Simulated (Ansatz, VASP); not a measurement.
## Two plane-wave programs on Sb

```xyz
2
Lattice="2.1542 1.2437 3.9083 -2.1542 1.2437 3.9083 0.0000 -2.4875 3.9083" Properties=species:S:1:pos:R:3 pbc="T T T"
Sb    0.0000    0.0000    8.9873
Sb    0.0000    0.0000    2.7377
```

Alike in both runs: task single point; functional PBE; k mesh 6 × 6 × 6; occupations fermi-dirac, width 0.05 eV; no spin polarisation.

|  | VASP | Ansatz |
| --- | --- | --- |
| version | VASP 6.6.1 | Ansatz 0.2.0 |
| potentials or method | VASP PAW PBE potentials, release 64 (Sb) | Ansatz PAW |
| plane-wave cutoff (eV) | 520 | 420 |
| valence electrons in the cell | 10 | 30 |

Ansatz gave:

- gap on the k mesh at the Fermi level (eV): none
- pressure (GPa): 0.7
- traceless stress, the component that is largest in VASP (GPa): -0.90
- rms of the force components (eV/Å): 0.095

Task: Which values does VASP return?

Result: gap on the k mesh at the Fermi level (eV): none; pressure (GPa): 0.7; traceless stress, the component that is largest in VASP (GPa): -0.91; rms of the force components (eV/Å): 0.075.

Atom by atom the forces differ by 0.021 eV/Å (rms over components). A gap of «none» marks a metal or a gap that the smearing closes. VASP's potentials hold 10 valence electrons a cell and Ansatz's 30, so a difference there can come from the potentials and not from the codes.

Neither program's run includes spin-orbit coupling.
